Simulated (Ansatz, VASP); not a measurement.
One calculation of BeS, two programs

```
Be S
1.0
     0.00000    2.21731    2.40228
     2.40228    0.00000    2.40228
     2.40228    2.21731    0.00000
Be S
1 1
Cartesian
  0.0000 0.0000 0.0000
  3.6034 3.3260 3.6034
```

Alike in both runs: task single point; functional PBEsol; k mesh 10 × 10 × 10; occupations gaussian, width 0.05 eV; no spin polarisation.

|  | VASP | Ansatz |
| --- | --- | --- |
| version | VASP 6.6.1 | Ansatz 0.2.0 |
| potentials or method | VASP PAW PBE potentials, release 64 (Be, S), cutoff 520 eV | scalar-relativistic, plane waves, PAW |
| valence electrons in the cell | 8 | 8 |

Ansatz gave:

* gap on the k mesh at the Fermi level (eV): 1.96
* least direct gap on the mesh (eV): 5.23
* pressure (GPa): 11.7
* traceless stress, the component that is largest in VASP (GPa): 4.46

Question: Which values does VASP return?

Answer: gap on the k mesh at the Fermi level (eV): 1.96; least direct gap on the mesh (eV): 5.26; pressure (GPa): 11.9; traceless stress, the component that is largest in VASP (GPa): 4.43.

VASP's potentials were made for PBE, not for PBEsol.
